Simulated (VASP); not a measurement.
# HfC (Fm-3m) in VASP: notebook

HfC is run at these levels: PBE; tasks: single point.

All numbers are computed with VASP 6.6.1; they aren't measurements. Logs are shortened: lines on timing, memory, paths and dates and some standing lists are left out, and cuts for length are marked.

## 1. The cell of the first run

It takes space group Fm-3m (No. 225, cubic). The conventional cell has a = 4.711 Å, b = 4.711 Å, c = 4.711 Å, α = 90.00°, β = 90.00°, γ = 90.00°. Hf (site symmetry m-3m) has 6 C at 2.36 Å within 3.1 Å. Within 3.1 Å of C (site symmetry m-3m) lie 6 Hf at 2.36 Å.

## 2. Single point, PBE

The input, INCAR:

```
ALGO = Normal ; EDIFF = 1E-6
ENCUT = 520 ; GGA = PE
ISIF = 2 ; ISMEAR = -1
LASPH = T ; LCHARG = F
LREAL = F ; LWAVE = F
NBANDS = 14 ; NELM = 80
PREC = Accurate ; SIGMA = 0.15
```

The input, KPOINTS:

```
k-points
0
Gamma
  11 11 11
```

The input, POSCAR:

```
HfC
1.0
    0.0000000000      2.3555956139      2.3555956139
    2.3555956139      0.0000000000      2.3555956139
    2.3555956139      2.3555956139      0.0000000000
Hf C
1 1
Direct
    0.5000000000      0.5000000000      0.5000000000
    0.0000000000      0.0000000000      0.0000000000
```

Potentials or basis: VASP PAW PBE potentials, release 64 (Hf_pv, C).

Command:

```
cat potpaw_PBE.64/Hf_pv/POTCAR potpaw_PBE.64/C/POTCAR > POTCAR
mpirun -np 1 vasp_std > vasp.out
```

OUTCAR:

```text
EDIFF = 1E-6
   ENCUT = 520
   GGA = PE
   ISIF = 2
   ISMEAR = -1
   LASPH = T
   LREAL = F
   NELM = 80
   PREC = Accurate

 ion  position               nearest neighbor table
   1  0.500  0.500  0.500-   2 2.36   2 2.36   2 2.36   2 2.36   2 2.36   2 2.36
   2  0.000  0.000  0.000-   1 2.36   1 2.36   1 2.36   1 2.36   1 2.36   1 2.36

  LATTYP: Found a face centered cubic cell.
 ALAT       =     4.7111912278

  Lattice vectors:

 A1 = (   0.0000000000,   2.3555956139,   2.3555956139)
 A2 = (   2.3555956139,   0.0000000000,   2.3555956139)
 A3 = (   2.3555956139,   2.3555956139,   0.0000000000)

Analysis of symmetry for initial positions (statically):
=====================================================================
 Subroutine PRICEL returns:
 Original cell was already a primitive cell.

 Routine SETGRP: Setting up the symmetry group for a
 face centered cubic supercell.

 Subroutine GETGRP returns: Found 48 space group operations
 (whereof 48 operations were pure point group operations)
 out of a pool of 48 trial point group operations.

The static configuration has the point symmetry O_h .

Analysis of symmetry for dynamics (positions and initial velocities):
=====================================================================
 Subroutine PRICEL returns:
 Original cell was already a primitive cell.

 Routine SETGRP: Setting up the symmetry group for a
 face centered cubic supercell.

 Subroutine GETGRP returns: Found 48 space group operations
 (whereof 48 operations were pure point group operations)
 out of a pool of 48 trial point group operations.

The dynamic configuration has the point symmetry O_h .

 Subroutine INISYM returns: Found 48 space group operations
 (whereof 48 operations are pure point group operations),
 and found     1 'primitive' translations

----------------------------------------------------------------------------------------

                                     Primitive cell

  volume of cell :      26.1416

  direct lattice vectors                    reciprocal lattice vectors
     0.000000000  2.355595614  2.355595614    -0.212260541  0.212260541  0.212260541
     2.355595614  0.000000000  2.355595614     0.212260541 -0.212260541  0.212260541
     2.355595614  2.355595614  0.000000000     0.212260541  0.212260541 -0.212260541

  length of vectors
     3.331315265  3.331315265  3.331315265     0.367646042  0.367646042  0.367646042

  position of ions in fractional coordinates (direct lattice)
     0.500000000  0.500000000  0.500000000
     0.000000000  0.000000000  0.000000000

  ion indices of the primitive-cell ions
   primitive index   ion index
                 1           1
                 2           2

----------------------------------------------------------------------------------------

 KPOINTS: k-points

Automatic generation of k-mesh.
 Grid dimensions read from file:
 generate k-points for:   11   11   11

 Generating k-lattice:

  Cartesian coordinates                     Fractional coordinates (reciprocal lattice)
    -0.019296413  0.019296413  0.019296413     0.090909091  0.000000000  0.000000000
     0.019296413 -0.019296413  0.019296413     0.000000000  0.090909091  0.000000000
     0.019296413  0.019296413 -0.019296413     0.000000000  0.000000000  0.090909091

  Length of vectors
     0.033422367  0.033422367  0.033422367

  Shift w.r.t. Gamma in fractional coordinates (k-lattice)
     0.000000000  0.000000000  0.000000000

 Subroutine IBZKPT returns following result:
 ===========================================

 Found     56 irreducible k-points:

 Following reciprocal coordinates:
            Coordinates               Weight
  0.000000  0.000000  0.000000      1.000000
  0.090909  0.000000  0.000000      8.000000
  0.181818  0.000000  0.000000      8.000000
  0.272727  0.000000  0.000000      8.000000
  0.363636  0.000000  0.000000      8.000000
  0.454545  0.000000  0.000000      8.000000
[... 16 lines left out ...]
 -0.272727  0.181818  0.000000     24.000000
 -0.181818  0.181818  0.000000     12.000000
 [... further k-points ...]
   k-points           NKPTS =     56   k-points in BZ     NKDIM =     56   number of bands    NBANDS=     14
   number of dos      NEDOS =    301   number of ions     NIONS =      2
   total plane-waves  NPLWV =  21952
   dimension x,y,z NGX =    28 NGY =   28 NGZ =   28
   dimension x,y,z NGXF=    56 NGYF=   56 NGZF=   56
   ions per type =               1   1
   NGX,Y,Z   is equivalent  to a cutoff of  13.97, 13.97, 13.97 a.u.
   NGXF,Y,Z  is equivalent  to a cutoff of  27.95, 27.95, 27.95 a.u.
 SYSTEM =  unknown system
   PREC   = accura    normal or accurate (medium, high low for compatibility)
   ISTART =      0    job   : 0-new  1-cont  2-samecut
   ICHARG =      2    charge: 1-file 2-atom 10-const
   ISPIN  =      1    spin polarized calculation?
   LNONCOLLINEAR =      F non collinear calculations
   LSORBIT =      F    spin-orbit coupling
   LASPH  =      T    aspherical Exc in radial PAW
   ENCUT  =  520.0 eV  38.22 Ry    6.18 a.u.   6.19  6.19  6.19*2*pi/ulx,y,z
   NELM   =     80;   NELMIN=  2; NELMDL= -5     # of ELM steps
   EDIFF  = 0.1E-05   stopping-criterion for ELM
   LREAL  =      F    real-space projection
   EDIFFG = 0.1E-04   stopping-criterion for IOM
   NSW    =      0    number of steps for IOM
   IBRION =     -1    ionic relax: 0-MD 1-quasi-New 2-CG
   NFREE  =      0    steps in history (QN), initial steepest desc. (CG)
   ISIF   =      2    stress and relaxation
   ISYM   =      2    0-nonsym 1-usesym 2-fastsym
   POTIM  = 0.5000    time-step for ionic-motion
   TEBEG  =    0.0;   TEEND  =   0.0 temperature during run
   PSTRESS=    0.0 pullay stress
   NELECT =      14.0000    total number of electrons
   NUPDOWN=      -1.0000    fix difference up-down
   EMIN   =  10.00;   EMAX   =-10.00  energy-range for DOS
   EFERMI =   0.00;   METHOD = LEGACY
   ISMEAR =    -1;   SIGMA  =   0.15  broadening in eV -4-tet -1-fermi 0-gaus
   EFERMI_NEDOS =   21; number of points for ismear=-14 and -15
   IALGO  =     38    algorithm
   IMIX   =      4    mixing-type and parameters
     AMIX     =   0.40;   BMIX     =  1.00
     AMIX_MAG =   1.60;   BMIX_MAG =  1.00
  volume/ion in A,a.u.               =      13.07        88.21
  Fermi-wavevector in a.u.,A,eV,Ry     =   1.329454  2.512305 24.047603  1.767449
  Thomas-Fermi vector in A             =   2.458616
   LORBIT       =      0    0 simple, 1 ext, 2 COOP (PROOUT), +10 PAW based schemes
   GGA     = PE    functional components
   LHFCALC =     F    Hartree Fock is set to
   AEXX    =    0.0000 exact exchange contribution
   IVDW    =     0    specifies the selected vdW correction
   LEPSILON=     F    determine dielectric tensor
   LRPA    =     F    only Hartree local field effects (RPA)
 non-spin polarized calculation
  energy-cutoff  :      520.00
  volume of cell :       26.14
 maximum number of plane-waves:       725
 NGX is ok and might be reduce to    28
   NGX = 13   NGY = 13   NGZ = 13

 number of electron      14.0000001 magnetization

 Free energy of the ion-electron system (eV)
  ---------------------------------------------------
  ext. energy  EPLUGINS =         0.00000000
  ---------------------------------------------------
  free energy    TOTEN  =       -21.02568563 eV

  energy without entropy =      -21.00260491  energy(sigma->0) =      -21.01414527

 E-fermi :   5.6514     XC(G=0): -12.0930

 val. band max:        5.4934798791   @ k =   0.4545   0.4545   0.0000
 cond. band min:       5.7505660256   @ k =  -0.4545   0.4545   0.0000
 fundamental gap:      0.2570861465
 Fermi energy:         5.6514443292

 k-point     1 :       0.0000    0.0000    0.0000
  band No.  band energies     occupation
      1     -24.1066      2.00000
      2     -24.1066      2.00000
      3     -24.1066      2.00000
      4      -6.4571      2.00000
      5       6.6316      0.00290
      6       6.6316      0.00290
      7       6.6316      0.00290
      8       7.0321      0.00020
      9       7.0321      0.00020
     10       7.0321      0.00020
     11       8.9234      0.00000
     12       8.9234      0.00000
     13      12.0238      0.00000
     14      16.5419      0.00000

 k-point     2 :       0.0909    0.0000    0.0000
  band No.  band energies     occupation
      1     -24.1553      2.00000
      2     -24.1114      2.00000
      3     -24.1114      2.00000
      4      -6.2625      2.00000
      5       5.4545      1.57609
      6       5.7991      0.54414
      7       5.7991      0.54414
      8       7.3734      0.00002
      9       7.3734      0.00002
     10       7.6993      0.00000
     11       9.8237      0.00000
     12       9.8237      0.00000
     13      12.4953      0.00000
     14      17.0896      0.00000

 k-point     3 :       0.1818    0.0000    0.0000
  band No.  band energies     occupation
      1     -24.2836      2.00000
      2     -24.1243      2.00000
      3     -24.1243      2.00000
      4      -5.7101      2.00000
      5       3.8728      1.99999
      6       4.6966      1.99657
      7       4.6966      1.99657
      8       7.9717      0.00000
      9       7.9717      0.00000
     10       8.1719      0.00000
     11      11.5110      0.00000
     12      11.5110      0.00000
     13      13.5370      0.00000
     14      18.4299      0.00000

 k-point     4 :       0.2727    0.0000    0.0000
  band No.  band energies     occupation
      1     -24.4465      2.00000
      2     -24.1412      2.00000
      3     -24.1412      2.00000
      4      -4.8853      2.00000
      5       2.3062      2.00000
      6       3.7904      1.99999
      7       3.7904      1.99999
      8       8.6971      0.00000
      9       8.8468      0.00000
     10       8.8468      0.00000
     11      13.3478      0.00000
     12      13.3478      0.00000
     13      14.3748      0.00000
     14      19.1321      0.00000

 k-point     5 :       0.3636    0.0000    0.0000
  band No.  band energies     occupation
      1     -24.5915      2.00000
      2     -24.1566      2.00000
      3     -24.1566      2.00000
      4      -3.9222      2.00000
      5       0.8991      2.00000
      6       3.1639      2.00000
      7       3.1639      2.00000
      8       9.5326      0.00000
      9       9.8546      0.00000
     10       9.8546      0.00000
     11      13.9802      0.00000
[... 276 lines left out ...]
 k-point    22 :      -0.3636    0.1818    0.0000
  band No.  band energies     occupation
      1     -24.5979      2.00000
      2     -24.2942      2.00000
      3     -24.1803      2.00000
      4      -3.4451      2.00000
      5       0.5908      2.00000
      6       3.0588      2.00000
      7       3.0746      2.00000
      8       9.9824      0.00000
      9       9.9965      0.00000
     10      10.5327      0.00000
     11      13.4771      0.00000
     12      15.0301      0.00000
     13      16.4582      0.00000
     14      18.8452      0.00000

 k-point    23 :      -0.2727    0.1818    0.0000
  band No.  band energies     occupation
      1     -24.5222      2.00000
      2     -24.2807      2.00000
      3     -24.1546      2.00000
      4      -3.9976      2.00000
      5       1.2090      2.00000
      6       3.1778      2.00000
      7       3.3776      2.00000
      8       9.0307      0.00000
      9       9.6731      0.00000
     10      10.9821      0.00000
     11      12.0922      0.00000
     12      14.8118      0.00000
     13      16.2130      0.00000
     14      19.0697      0.00000

 k-point    24 :      -0.1818    0.1818    0.0000
  band No.  band energies     occupation
      1     -24.4283      2.00000
      2     -24.2343      2.00000
      3     -24.1326      2.00000
      4      -4.7077      2.00000
      5       2.1322      2.00000
      6       3.5255      2.00000
      7       3.8471      1.99999
      8       8.2791      0.00000
      9       9.3387      0.00000
     10      10.2399      0.00000
     11      11.0348      0.00000
     12      14.8768      0.00000
     13      14.8835      0.00000
     14      19.1846      0.00000

 [... further k-points ...]
[... 5 lines left out ...]
  --------------------------------------------------------------------------------------
  -------------------------------------------------------------------------------------
  Total       -1.4753715     -1.4753715     -1.4753715      0.0000000      0.0000000      0.0000000
  in kB      -90.4231784    -90.4231784    -90.4231784      0.0000000      0.0000000      0.0000000
  external PRESSURE =     -90.4231784 kB  Pullay stress =       0.0000000 kB

 VOLUME and BASIS-vectors are now :
 -----------------------------------------------------------------------------
  energy-cutoff  :      520.00
  volume of cell :       26.14
      direct lattice vectors                 reciprocal lattice vectors
     0.000000000  2.355595614  2.355595614    -0.212260541  0.212260541  0.212260541
     2.355595614  0.000000000  2.355595614     0.212260541 -0.212260541  0.212260541
     2.355595614  2.355595614  0.000000000     0.212260541  0.212260541 -0.212260541

 POSITION                                       TOTAL-FORCE (eV/Angst)
 -----------------------------------------------------------------------------------
      2.35560      2.35560      2.35560         0.000000     -0.000000      0.000000
      0.00000      0.00000      0.00000        -0.000000      0.000000     -0.000000
 -----------------------------------------------------------------------------------
    total drift:                                0.000000      0.000000      0.000000

  FREE ENERGIE OF THE ION-ELECTRON SYSTEM (eV)
  ---------------------------------------------------
  free  energy   TOTEN  =       -21.0256856287 eV

  energy  without entropy=      -21.0026049077  energy(sigma->0) =      -21.01414527
```

It took 44 s on 1 thread of Intel Xeon 8259CL, shared host; peak memory 0.17 GiB.

What came out:

```yaml
Free_energy: -21.0257 eV
Pressure: -9.0 GPa
Band_gap_on_the_k_mesh: zero (band 7 reaches 6.63 eV, above the bottom of band 8 at 5.23 eV)
```

Caveat: spin-orbit coupling is left out, which moves the levels of the heavy elements.

## 3. Single point, PBE

This run uses another cell than the first one, of 13.32 Å³/atom, 1.019 times its volume.

The input, INCAR:

```
SYSTEM = HfC
PREC     = Accurate       ! precision mode
ENCUT    = 520            ! plane-wave cutoff, eV
EDIFF    = 1E-6           ! SCF threshold, eV
ISMEAR   = -1             ! smearing method
SIGMA    = 0.15           ! smearing width, eV
LREAL    = .FALSE.        ! projectors in reciprocal space
LASPH    = .TRUE.         ! aspherical terms in the spheres
NELM     = 80             ! most SCF steps
ALGO     = Normal         ! electronic algorithm
ISIF     = 2              ! what is computed and relaxed
LWAVE    = .FALSE.        ! write WAVECAR
LCHARG   = .FALSE.        ! write CHGCAR
GGA      = PE             ! functional
NBANDS   = 14             ! bands
```

The input, KPOINTS:

```
regular mesh
0
G
  11 11 11
  0 0 0
```

The input, POSCAR:

```
HfC
1.0
    0.0000000000      2.3705998121      2.3705998121
    2.3705998121      0.0000000000      2.3705998121
    2.3705998121      2.3705998121      0.0000000000
Hf C
1 1
Direct
    0.5000000000      0.5000000000      0.5000000000
    0.0000000000      0.0000000000      0.0000000000
```

Potentials or basis: VASP PAW PBE potentials, release 64 (Hf_pv, C).

Command:

```
cat potpaw_PBE.64/Hf_pv/POTCAR potpaw_PBE.64/C/POTCAR > POTCAR
mpirun -np 1 vasp_std > vasp.out
```

Run time: 46 s. Hardware: 1 thread of Intel Xeon 8259CL, shared host; peak memory 0.17 GiB.

The run converged. Its results:

- Free energy: -20.9916 eV
- Pressure: -12.7 GPa
- Band gap on the k mesh: zero (band 7 reaches 6.48 eV, above the bottom of band 8 at 5.09 eV)

Levels at points of the mesh, in eV from the Fermi level:
```tsv
k point	band 3	band 4	band 5	band 6	band 7	band 8	band 9	band 10	band 11	band 12
(0.00, 0.00, 0.00)	-29.85	-12.01	0.97	0.97	0.97	1.37	1.37	1.37	3.21	3.21
```

Caveat: spin-orbit coupling is left out, which moves the levels of the heavy elements.
